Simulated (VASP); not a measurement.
**Be: single point with LDA**

Crystal: Be.

```
CELL_PARAMETERS angstrom
2.11490 0.00000 0.00000
-1.05745 1.83156 0.00000
0.00000 0.00000 3.42866
ATOMIC_POSITIONS crystal
Be 0.33333 0.66667 0.25000
Be 0.66667 0.33333 0.75000
```

This cell differs from its parent crystal: strain -0.050 along x and y, -0.025 along z.

- Program: VASP 6.6.1
- Task: single point
- Functional: LDA
- Potentials or basis: VASP PAW LDA potentials, release 64 (Be)
- Cutoff: 520 eV
- k mesh: 30 × 30 × 18
- Occupations: gaussian, width 0.15 eV
- Spin: no spin polarisation

```json
{
  "Pressure": "21.2 GPa",
  "Band gap on the k mesh": "zero (band 2 reaches 9.33 eV, above the bottom of band 3 at 7.15 eV)"
}
```

Stress tensor (GPa, compression positive):
```
24.95  0.00  0.00
 0.00 24.95  0.00
 0.00  0.00 13.80
```

Levels at points of the mesh, in eV from the Fermi level:
```tsv
k point	band 1	band 2	band 3	band 4	band 5	band 6	band 7
(0.00, 0.00, 0.00)	-12.11	-5.37	1.42	18.75	18.75	21.78	21.78
(0.50, 0.00, 0.00)	-5.52	-3.10	4.00	7.07	7.71	11.13	11.58
(0.00, 0.00, 0.50)	-9.95	-9.95	11.30	11.30	20.50	20.50	20.50
(0.50, 0.00, 0.50)	-4.09	-4.09	2.41	2.41	13.93	13.93	16.86
```

It took 36 s on 1 thread of AMD EPYC 9R45 96-Core Processor (Zen 5), on a shared host, peak memory 0.16 GiB.

Caveat: the cell differs from its parent crystal (strain -0.050 along x and y, -0.025 along z).
